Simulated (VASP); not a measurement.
Set up this calculation in VASP 6.6.1, as the native input.

```
Task                   : single point
Functional             : LDA
Potentials or basis    : VASP PAW LDA potentials, release 64 (Zr_sv, In_d)
Cutoff                 : 520 eV
k mesh                 : 12 × 12 × 9
Occupations            : fermi-dirac, width 0.05 eV
Spin                   : collinear spin
Starting moments       : [1.4, 0.0] μB
Fixed moment           : 1.4 μB
Dipole correction      : no
Further INCAR settings : ALGO = Normal; EDIFF = 1e-06; NBANDS = 24
```

The structure of ZrIn lies in POSCAR:

```
ZrIn
1.0
    3.1406491600      0.0000000000      0.0000000000
    0.0000000000      3.1406491600      0.0000000000
    0.0000000000      0.0000000000      4.4541007200
Zr In
1 1
Direct
    0.0000000000      0.0000000000      0.0000000000
    0.5000000000      0.5000000000      0.5000000000
```

One way to write it, as run:

INCAR

```
PREC = Accurate
ENCUT = 520
EDIFF = 1E-6
ISMEAR = -1
SIGMA = 0.05
LREAL = False
LASPH = True
NELM = 150
ALGO = Normal
ISIF = 2
LWAVE = False
LCHARG = False
ISPIN = 2
MAGMOM = 1.4 0
LORBIT = 11
NUPDOWN = 1.4
LMAXMIX = 4
GGA = CA
NBANDS = 24
```

KPOINTS

```
regular mesh
0
Gamma
  12 12 9
```

Potentials or basis: VASP PAW LDA potentials, release 64 (Zr_sv, In_d).

Command:

```sh
$ cat potpaw_LDA.64/Zr_sv/POTCAR potpaw_LDA.64/In_d/POTCAR > POTCAR
$ mpirun -np 1 vasp_std > vasp.out
```

It gave:

```yaml
Pressure: -2.9 GPa
Net_moment: 1.40 μB per cell
Site_moments: Zr +0.78; In +0.10 μB
Valence_electrons_inside_the_program's_atomic_spheres: Zr 9.83; In 11.58
```

Caveat: the total moment is fixed, so each spin has its own Fermi level and the state may be an excited one.

Wall time 81 s on 1 thread of Intel(R) Xeon(R) 6975P-C (Granite Rapids) (shared host), peak memory 0.31 GiB.
